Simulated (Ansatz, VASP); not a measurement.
# Mo in VASP and in Ansatz

INCAR

```
ALGO     = Normal         # electronic algorithm
EDIFF    = 1E-7           # SCF threshold, eV
ENCUT    = 520            # plane-wave cutoff, eV
GGA      = PE             # functional
ISIF     = 2              # what is computed and relaxed
ISMEAR   = 0              # smearing method
LASPH    = True           # aspherical terms in the spheres
LCHARG   = False          # write CHGCAR
LREAL    = False          # projectors in reciprocal space
LWAVE    = False          # write WAVECAR
NBANDS   = 13             # bands
NELM     = 60             # most SCF steps
PREC     = Accurate       # precision mode
SIGMA    = 0.1            # smearing width, eV
```

Contents of KPOINTS:

```
k-points
0
Gamma
  18 18 16
```

POSCAR

```
Mo
1.0
    2.7167447959      0.0000000000      0.0000000000
   -1.3583723979      2.3527700088      0.0000000000
    0.0000000000      0.0000000000      2.3076858974
Mo
1
Direct
    0.0000000000      0.0000000000      0.5000000000
```

Input for Ansatz:

```yaml
crystal:
  lattice:
    - [2.7167447959, 0.0, 0.0]
    - [-1.3583723979, 2.3527700088, 0.0]
    - [0.0, 0.0, 2.3076858974]
  atoms:
    - { symbol: Mo, position: [0.0, 0.0, 0.5] }
basis:
  ecutwfc: 420
kpoints:
  mp_grid: { grid: [18, 18, 16] }
hamiltonian:
  xc: pbe
scf:
  occupations: { method: gaussian, width: 0.1 }
output:
  forces: true
  stress: true
  eigenvalues: true
```

Alike in both runs: task single point; functional PBE; k mesh 18 × 18 × 16; occupations gaussian, width 0.1 eV; no spin polarisation.

|  | VASP | Ansatz |
| --- | --- | --- |
| version | VASP 6.6.1 | Ansatz 0.2.0 |
| potentials or method | VASP PAW PBE potentials, release 64 (Mo_sv), cutoff 520 eV | scalar-relativistic, plane waves, PAW |
| valence electrons in the cell | 14 | 14 |

VASP gave:

| Property | Result |
| --- | --- |
| gap on the k mesh at the Fermi level (eV) | none |
| pressure (GPa) | 38.9 |
| traceless stress, the component that is largest in VASP (GPa) | 21.87 |

What did Ansatz give for the same quantities?

gap on the k mesh at the Fermi level (eV): none; pressure (GPa): 37.6; traceless stress, the component that is largest in VASP (GPa): 20.70.

A gap of «none» marks a metal or a gap that the smearing closes. Both programs put the cell under a high pressure, so it lies far from rest at this level.
